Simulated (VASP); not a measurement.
# ZnS (P6_3mc) in VASP: relaxation of the atoms with PBE

Aim: the relaxation of the atoms of ZnS with PBE.

Program: VASP 6.6.1. These are calculated values, not measurements. Logs are shortened: lines on timing, memory, paths and dates and some standing lists are left out, and cuts for length are marked.

**1. The cell of the first run**

It takes space group P6_3mc (No. 186, hexagonal). Conventional cell: a = 3.823 Å, b = 3.823 Å, c = 6.449 Å, α = 90.00°, β = 90.00°, γ = 120.00°. Within 3.1 Å of Zn (site symmetry 3m) lie 4 S at 2.35 to 2.42 Å. Within 3.1 Å of S (site symmetry 3m) lie 4 Zn at 2.35 to 2.42 Å.

**2. Relaxation of the atoms, PBE (z stretched by +3 %)**

INCAR

```
SYSTEM = ZnS
PREC = Accurate
ENCUT = 520
EDIFF = 1E-6
ISMEAR = -1
SIGMA = 0.02
LREAL = .False.
LASPH = .True.
NELM = 60
ALGO = Normal
ISIF = 2
LWAVE = .False.
LCHARG = .False.
GGA = PE
IBRION = 2
NSW = 80
EDIFFG = -0.02
KPAR = 4
```

KPOINTS

```
Automatic mesh
0
Gamma
  13 13 7
  0 0 0
```

POSCAR

```
ZnS
1.0
    3.8227000000      0.0000000000      0.0000000000
   -1.9113500000      3.3105553110      0.0000000000
    0.0000000000      0.0000000000      6.4485210000
Zn S
2 2
Direct
    0.3333333333      0.6666666667      0.0000000000
    0.6666666667      0.3333333333      0.5000000000
    0.3333333333      0.6666666667      0.3748000000
    0.6666666667      0.3333333333      0.8748000000
```

Potentials or basis: VASP PAW PBE potentials, release 64 (Zn, S).

Started as:

```sh
$ cat potpaw_PBE.64/Zn/POTCAR potpaw_PBE.64/S/POTCAR > POTCAR
$ mpirun -np 4 vasp_std > vasp.out
```

OUTCAR:

```text
SYSTEM = ZnS
   PREC = Accurate
   ENCUT = 520
   EDIFF = 1E-6
   ISMEAR = -1
   LREAL = .False.
   LASPH = .True.
   NELM = 60
   ISIF = 2
   GGA = PE
   IBRION = 2
   NSW = 80
   EDIFFG = -0.02

 ion  position               nearest neighbor table
   1  0.333  0.667  0.000-   4 2.35   4 2.35   4 2.35   3 2.42
   2  0.667  0.333  0.500-   3 2.35   3 2.35   3 2.35   4 2.42
   3  0.333  0.667  0.375-   2 2.35   2 2.35   2 2.35   1 2.42
   4  0.667  0.333  0.875-   1 2.35   1 2.35   1 2.35   2 2.42

  LATTYP: Found a hexagonal cell.
 ALAT       =     3.8227000000
 C/A-ratio  =     1.6869021896

  Lattice vectors:

 A1 = (   3.8227000000,   0.0000000000,   0.0000000000)
 A2 = (  -1.9113500000,   3.3105553110,   0.0000000000)
 A3 = (   0.0000000000,   0.0000000000,   6.4485210000)

Analysis of symmetry for initial positions (statically):
=====================================================================
 Subroutine PRICEL returns:
 Original cell was already a primitive cell.

 Routine SETGRP: Setting up the symmetry group for a
 hexagonal supercell.

 Subroutine GETGRP returns: Found 12 space group operations
 (whereof  6 operations were pure point group operations)
 out of a pool of 24 trial point group operations.

The static configuration has the point symmetry C_3v.
 The point group associated with its full space group is C_6v.

Analysis of symmetry for dynamics (positions and initial velocities):
=====================================================================
 Subroutine PRICEL returns:
 Original cell was already a primitive cell.

 Routine SETGRP: Setting up the symmetry group for a
 hexagonal supercell.

 Subroutine GETGRP returns: Found 12 space group operations
 (whereof  6 operations were pure point group operations)
 out of a pool of 24 trial point group operations.

The dynamic configuration has the point symmetry C_3v.
 The point group associated with its full space group is C_6v.

 Subroutine INISYM returns: Found 12 space group operations
 (whereof  6 operations are pure point group operations),
 and found     1 'primitive' translations

----------------------------------------------------------------------------------------
[... 94 lines left out ...]
   LASPH  =      T    aspherical Exc in radial PAW
   ENCUT  =  520.0 eV  38.22 Ry    6.18 a.u.   7.11  7.11 11.99*2*pi/ulx,y,z
   NELM   =     60;   NELMIN=  2; NELMDL= -5     # of ELM steps
   EDIFF  = 0.1E-05   stopping-criterion for ELM
   LREAL  =      F    real-space projection
   EDIFFG = -.2E-01   stopping-criterion for IOM
   NSW    =     80    number of steps for IOM
   IBRION =      2    ionic relax: 0-MD 1-quasi-New 2-CG
   NFREE  =      1    steps in history (QN), initial steepest desc. (CG)
   ISIF   =      2    stress and relaxation
   ISYM   =      2    0-nonsym 1-usesym 2-fastsym
   POTIM  = 0.5000    time-step for ionic-motion
   TEBEG  =    0.0;   TEEND  =   0.0 temperature during run
   PSTRESS=    0.0 pullay stress
   NELECT =      36.0000    total number of electrons
   NUPDOWN=      -1.0000    fix difference up-down
   EMIN   =  10.00;   EMAX   =-10.00  energy-range for DOS
   EFERMI =   0.00;   METHOD = LEGACY
   ISMEAR =    -1;   SIGMA  =   0.02  broadening in eV -4-tet -1-fermi 0-gaus
   EFERMI_NEDOS =   21; number of points for ismear=-14 and -15
   IALGO  =     38    algorithm
   IMIX   =      4    mixing-type and parameters
     AMIX     =   0.40;   BMIX     =  1.00
     AMIX_MAG =   1.60;   BMIX_MAG =  1.00
  volume/ion in A,a.u.               =      20.40       137.68
  Fermi-wavevector in a.u.,A,eV,Ry     =   1.246231  2.355035 21.131101  1.553092
  Thomas-Fermi vector in A             =   2.380418
   LORBIT       =      0    0 simple, 1 ext, 2 COOP (PROOUT), +10 PAW based schemes
   GGA     = PE    functional components
   LHFCALC =     F    Hartree Fock is set to
   AEXX    =    0.0000 exact exchange contribution
   IVDW    =     0    specifies the selected vdW correction
   LEPSILON=     F    determine dielectric tensor
   LRPA    =     F    only Hartree local field effects (RPA)
 conjugate gradient relaxation of ions
 non-spin polarized calculation
  energy-cutoff  :      520.00
  volume of cell :       81.61
 maximum number of plane-waves:      2214
   NGX = 15   NGY = 15   NGZ = 23

--------------------------------------- Ionic step        1  -------------------------------------------

 number of electron      36.0000008 magnetization

 Free energy of the ion-electron system (eV)
  ---------------------------------------------------
  ext. energy  EPLUGINS =         0.00000000
  ---------------------------------------------------
  free energy    TOTEN  =       -13.67573509 eV

  energy without entropy =      -13.67573509  energy(sigma->0) =      -13.67573509

------------------------ aborting loop because EDIFF is reached ----------------------------------------

  FORCE on cell =-STRESS in cart. coord.  units (eV):
  Direction    XX          YY          ZZ          XY          YZ          ZX
  --------------------------------------------------------------------------------------
  -------------------------------------------------------------------------------------
  Total        0.3487885      0.3487885     -1.4182329      0.0000000      0.0000000     -0.0000000
  in kB        6.8476499      6.8476499    -27.8437009      0.0000000      0.0000000     -0.0000000
  external PRESSURE =      -4.7161337 kB  Pullay stress =       0.0000000 kB
[... 63 lines left out ...]
--------------------------------------- Ionic step        3  -------------------------------------------

 number of electron      35.9999992 magnetization

 Free energy of the ion-electron system (eV)
  ---------------------------------------------------
  ext. energy  EPLUGINS =         0.00000000
  ---------------------------------------------------
  free energy    TOTEN  =       -13.67985408 eV

  energy without entropy =      -13.67985408  energy(sigma->0) =      -13.67985408

 E-fermi :   2.2699     XC(G=0):  -9.4698

 val. band max:        1.8642815935   @ k =   0.0000   0.0000   0.0000
 cond. band min:       3.8091780611   @ k =   0.0000   0.0000   0.0000
 fundamental gap:      1.9448964676
 Fermi energy:         2.2698942408

 k-point     1 :       0.0000    0.0000    0.0000
  band No.  band energies     occupation
      1     -11.1154      2.00000
      2     -10.2958      2.00000
      3      -4.4103      2.00000
      4      -4.3863      2.00000
      5      -4.3863      2.00000
      6      -4.3103      2.00000
[... 589 lines left out ...]
     21       7.7330      0.00000
     22       8.3697      0.00000

 [... further k-points ...]
[... 5 lines left out ...]
  --------------------------------------------------------------------------------------
  -------------------------------------------------------------------------------------
  Total        0.1440747      0.1440747     -1.2334929      0.0000000     -0.0000000     -0.0000000
  in kB        2.8285706      2.8285706    -24.2167607      0.0000000     -0.0000000     -0.0000000
  external PRESSURE =      -6.1865398 kB  Pullay stress =       0.0000000 kB
[... 19 lines left out ...]
  FREE ENERGIE OF THE ION-ELECTRON SYSTEM (eV)
  ---------------------------------------------------
  free  energy   TOTEN  =       -13.6798540823 eV

  energy  without entropy=      -13.6798540823  energy(sigma->0) =      -13.67985408

 reached required accuracy - stopping structural energy minimisation
```

Wall time 1.7 min (4 MPI ranks of AMD EPYC 9755, shared host); peak memory 0.25 GiB.

What came out:

```yaml
Free_energy: -13.6799 eV
Energy_gained_by_relaxing: 1.0 meV/atom
Ionic_steps: 3
Pressure_after_relaxing: -0.6 GPa
Band_gap_on_the_k_mesh: 1.94 eV
```

The path:
| step | energy change (eV) | largest force (eV/Å) | pressure (GPa) |
| --- | --- | --- | --- |
| 1 | 0.0000 | 0.1353 | -0.47 |
| 2 | -0.0028 | 0.0783 | -0.56 |
| 3 | -0.0041 | 0.0001 | -0.62 |

Final structure:
```
Zn S
1.0
     3.82270    0.00000    0.00000
    -1.91135    3.31056    0.00000
     0.00000    0.00000    6.44852
Zn S
2 2
Cartesian
  0.0000 2.2070 0.0149
  1.9114 1.1035 3.2392
  0.0000 2.2070 2.4020
  1.9114 1.1035 5.6262
```

Caveat: the cell differs from its parent crystal (z stretched by +3 %). A k mesh can miss the band edges.
